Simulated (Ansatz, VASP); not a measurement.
# Sc2Al in VASP and in Ansatz

```xyz
6
Lattice="4.8926 0.0000 0.0000 -2.4463 4.2371 0.0000 0.0000 0.0000 6.1614" Properties=species:S:1:pos:R:3 pbc="T T T"
Sc    0.0000    0.0000    0.0000
Sc    0.0000    0.0000    3.0807
Sc    0.0000    2.8248    4.6211
Sc    2.4463    1.4124    1.5404
Al    0.0000    2.8248    1.5404
Al    2.4463    1.4124    4.6211
```

Alike in both runs: task single point; functional r2SCAN; k mesh 6 × 6 × 3; occupations gaussian, width 0.2 eV; no spin polarisation.

```csv
,VASP,Ansatz
version,VASP 6.6.1,Ansatz 0.2.0
potentials or method,"VASP PAW PBE potentials, release 64 (Sc_sv, Al), cutoff 520 eV","scalar-relativistic, plane waves, PAW"
valence electrons in the cell,50,50
```

VASP gave:

```
gap on the k mesh at the Fermi level (eV)                     : none
pressure (GPa)                                                : 0.1
traceless stress, the component that is largest in VASP (GPa) : 0.42
```

Question: Estimate Ansatz's values.

Answer: gap on the k mesh at the Fermi level (eV): none; pressure (GPa): -0.1; traceless stress, the component that is largest in VASP (GPa): 0.44.

VASP's potentials were made for PBE, not for r2SCAN. A gap of «none» marks a metal or a gap that the smearing closes.
